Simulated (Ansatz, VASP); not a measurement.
## WS2 in VASP and in Ansatz

```
S W
1.0
     3.18852    0.00000    0.00000
    -1.59426    2.76134    0.00000
     0.00000    0.00000   35.09252
S W
4 2
Direct
  0.66667 0.33333 0.21372
  0.66667 0.33333 0.30325
  0.66667 0.33333 0.69675
  0.66667 0.33333 0.78628
  0.33333 0.66667 0.25849
  0.33333 0.66667 0.74151
```

Alike in both runs: functional PBE; k mesh 9 × 9 × 1; occupations gaussian, width 0.05 eV; no spin polarisation.

Ansatz relaxed the structure, and its values are those at the end. VASP's run is a single point on that final structure, the one shown.

|  | VASP | Ansatz |
| --- | --- | --- |
| version | VASP 6.6.1 | Ansatz 0.2.0 |
| potentials or method | VASP PAW PBE potentials, release 64 (S, W_sv), cutoff 520 eV | scalar-relativistic, plane waves, PAW |
| valence electrons in the cell | 52 | 52 |

|  | VASP | Ansatz | Ansatz less VASP |
| --- | --- | --- | --- |
| gap on the k mesh at the Fermi level (eV) | 1.81 | 1.80 | -0.003 |
| least direct gap on the mesh (eV) | 1.81 | 1.80 | -0.003 |

Spin-orbit coupling is off throughout.
